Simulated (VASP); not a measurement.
**MgO: single point with r2SCAN**

The system is MgO.

```
Mg O
1.0
     2.93802    0.00000    0.00000
    -1.46901    2.54440    0.00000
     0.00000    0.00000    2.67968
Mg O
1 1
Direct
  0.00000 0.00000 0.00000
  0.33333 0.66667 0.50000
```

* Program: VASP 6.6.1
* Task: single point
* Functional: r2SCAN
* Potentials or basis: VASP PAW PBE potentials, release 64 (Mg_sv, O)
* Cutoff: 750 eV
* k mesh: 9 × 9 × 8
* Occupations: gaussian, width 0.05 eV
* Spin: no spin polarisation

| Property | Result |
| --- | --- |
| Pressure | -5.7 GPa |
| Band gap on the k mesh | 3.81 eV (least direct gap 4.21 eV) |

Stress tensor (GPa, compression positive):
```
-5.42  0.00  0.00
 0.00 -5.42  0.00
 0.00  0.00 -6.12
```

Levels at points of the mesh, in eV from the valence-band top:
| k point | band 6 | band 7 | band 8 | band 9 | band 10 | band 11 |
| --- | --- | --- | --- | --- | --- | --- |
| (0.00, 0.00, 0.00) | -0.62 | -0.62 | -0.41 | 3.81 | 12.91 | 16.64 |
| (0.00, 0.00, 0.50) | -5.33 | -0.10 | -0.10 | 9.21 | 9.95 | 18.62 |

Run time: 69 s on 1 thread of AMD EPYC 9R45 96-Core Processor (Zen 5), on a shared host, peak memory 0.14 GiB.

Caveat: the cell stands under tension; the PAW data sets were made with another functional, which shifts forces and pressure a little; an odd mesh through Γ misses points on the zone boundary, where band edges can lie.
